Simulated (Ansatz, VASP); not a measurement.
## One calculation of BaRe, two programs

```
Ba Re
1.0
     3.69835    0.00000    0.00000
     0.00000    3.69835    0.00000
     0.00000    0.00000    3.69835
Ba Re
1 1
Direct
  0.00000 0.00000 0.00000
  0.50000 0.50000 0.50000
```

Alike in both runs: task single point; functional PBE; k mesh 8 × 8 × 8; occupations gaussian, width 0.05 eV; no spin polarisation.

```csv
,VASP,Ansatz
version,VASP 6.6.1,Ansatz 0.2.0
potentials or method,"VASP PAW PBE potentials, release 64 (Ba_sv, Re), cutoff 520 eV","scalar-relativistic, plane waves, PAW"
valence electrons in the cell,17,25
```

|  | VASP | Ansatz | Ansatz less VASP |
| --- | --- | --- | --- |
| gap on the k mesh at the Fermi level (eV) | none | none | - |
| pressure (GPa) | 2.7 | 0.9 | -1.78 |

A gap of «none» marks a metal or a gap that the smearing closes. VASP's potentials hold 17 valence electrons a cell and Ansatz's 25, so a difference there can come from the potentials and not from the codes.

Spin-orbit coupling is off throughout.
